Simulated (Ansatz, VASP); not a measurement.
**SnO: VASP beside Ansatz**

```xyz
4
Lattice="3.8137 0.0000 0.0000 0.0000 3.8137 0.0000 0.0000 0.0000 4.8869" Properties=species:S:1:pos:R:3 pbc="T T T"
Sn    1.9068    0.0000    3.7367
Sn    0.0000    1.9068    1.1503
O     0.0000    0.0000    0.0000
O     1.9068    1.9068    0.0000
```

Alike in both runs: functional LDA; k mesh 5 × 5 × 5; occupations fermi-dirac, width 0.05 eV; non-collinear spin, spin-orbit coupling.

|  | VASP | Ansatz |
| --- | --- | --- |
| version | VASP 6.6.1 | Ansatz 0.2.0 |
| potentials or method | VASP PAW LDA potentials, release 64 (Sn_d, O) | Ansatz PAW |
| plane-wave cutoff (eV) | 520 | 420 |
| valence electrons in the cell | 40 | 40 |
| task | single point | band structure |

Ansatz gave:

| Property | Result |
| --- | --- |
| pressure (GPa) | -3.3 |
| traceless stress, the component that is largest in VASP (GPa) | 0.38 |
| rms of the force components (eV/Å) | 0.097 |
| net moment per atom (μB) | 0.00 |

Problem. Estimate VASP's values.

Solution. Pressure (GPa): -3.0; traceless stress, the component that is largest in VASP (GPa): 0.38; rms of the force components (eV/Å): 0.053; net moment per atom (μB): 0.00.

LDA's correlation is that of Perdew and Zunger in VASP and of Perdew and Wang (1992) in Ansatz. Atom by atom the forces differ by 0.043 eV/Å (rms over components).
